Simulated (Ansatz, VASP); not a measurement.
**One calculation of Cd3Se, two programs**

```xyz
4
Lattice="-2.0410 2.0410 6.0871 2.0410 -2.0410 6.0871 2.0410 2.0410 -6.0871" Properties=species:S:1:pos:R:3 pbc="T T T"
Cd    0.0000    0.0000    6.0871
Cd    2.0410    0.0000    3.0435
Cd    0.0000    2.0410    3.0435
Se    0.0000    0.0000    0.0000
```

Alike in both runs: task single point; functional PBEsol; k mesh 5 × 5 × 5; occupations fermi-dirac, width 0.03 eV; no spin polarisation.

|  | VASP | Ansatz |
| --- | --- | --- |
| version | VASP 6.6.1 | Ansatz 0.2.0 |
| potentials or method | VASP PAW PBE potentials, release 64 (Cd, Se), cutoff 520 eV | all-electron LAPW, scalar-relativistic |

```csv
,VASP,Ansatz,Ansatz less VASP
gap on the k mesh at the Fermi level (eV),none,none,-
pressure (GPa),-3.4,-3.6,-0.23
"traceless stress, the component that is largest in VASP (GPa)",1.44,1.59,+0.147
```

VASP's potentials were made for PBE, not for PBEsol. A gap of «none» marks a metal or a gap that the smearing closes. Ansatz ran all-electron here, and VASP with PAW potentials.

The k mesh is coarse, so the values compare programs but aren't converged. Noted on Ansatz's run: the k mesh is thin for a metal, which can move the energy by tens of meV per atom.
